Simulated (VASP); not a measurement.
Wanted: the native input for a VASP 6.6.1 run.

* Task: single point
* Functional: HSE06
* Potentials or basis: VASP PAW PBE potentials, release 64 (K_sv, Cl)
* Cutoff: 520 eV
* k mesh: 4 × 4 × 4
* Occupations: gaussian, width 0.01 eV
* Spin: no spin polarisation
* Dipole correction: no
* Grid for exact exchange (PRECFOCK): Normal
* Further INCAR settings: ALGO = Normal; EDIFF = 1e-06; NBANDS = 15
* Share of exact exchange: 0.25
* Screening parameter: 0.2079 1/Å

KCl:

```
K Cl
1.0
     0.00000    3.50728    3.50728
     3.50728    0.00000    3.50728
     3.50728    3.50728    0.00000
K Cl
1 1
Cartesian
  0.0000 0.0000 0.0000
  1.7536 1.7536 1.7536
```

One way to write it, as run:

POSCAR

```
KCl
1.0
    0.0000000000      3.5072828304      3.5072828304
    3.5072828304      0.0000000000      3.5072828304
    3.5072828304      3.5072828304      0.0000000000
K Cl
1 1
Direct
    0.0000000000      0.0000000000      0.0000000000
    0.2500000000      0.2500000000      0.2500000000
```

INCAR.step1

```
PREC     = Accurate       # precision mode
ENCUT    = 520            # plane-wave cutoff, eV
EDIFF    = 1E-5           # SCF threshold, eV
ISMEAR   = 0              # smearing method
SIGMA    = 0.01           # smearing width, eV
LREAL    = False          # projectors in reciprocal space
LASPH    = True           # aspherical terms in the spheres
NELM     = 100            # most SCF steps
ALGO     = Normal         # electronic algorithm
ISIF     = 2              # what is computed and relaxed
LWAVE    = True           # write WAVECAR
GGA      = PE             # functional
NBANDS   = 15             # bands
```

INCAR.step2

```
PREC     = Accurate       # precision mode
ENCUT    = 520            # plane-wave cutoff, eV
EDIFF    = 1E-6           # SCF threshold, eV
ISMEAR   = 0              # smearing method
SIGMA    = 0.01           # smearing width, eV
LREAL    = False          # projectors in reciprocal space
LASPH    = True           # aspherical terms in the spheres
NELM     = 100            # most SCF steps
ALGO     = Normal         # electronic algorithm
ISIF     = 2              # what is computed and relaxed
LWAVE    = False          # write WAVECAR
LCHARG   = True           # write CHGCAR
GGA      = PE             # functional
LHFCALC  = True           # exact exchange
HFSCREEN = 0.2079         # screening, 1/A
PRECFOCK = Normal       
LELF     = True           # ELF
LVHAR    = True         
ISTART   = 1            
NBANDS   = 15             # bands
```

KPOINTS

```
Automatic mesh
0
Gamma
  4 4 4
```

Potentials or basis: VASP PAW PBE potentials, release 64 (K_sv, Cl).

Command:

```bash
$ cat potpaw_PBE.64/K_sv/POTCAR potpaw_PBE.64/Cl/POTCAR > POTCAR
$ cp INCAR.step1 INCAR
$ mpirun -np 1 vasp_std > vasp.out
$ cp INCAR.step2 INCAR
$ mpirun -np 1 vasp_std > vasp.out
```

Results of the run:

```yaml
Pressure: 0.2 GPa
Band_gap_on_the_k_mesh: 6.02 eV (least direct gap 6.05 eV)
```

Caveat: the PAW data sets were made with another functional, which shifts forces and pressure a little.

It took 5.8 min on 1 thread of Intel(R) Xeon(R) Platinum 8559C (Emerald Rapids), on a shared host, peak memory 0.35 GiB.
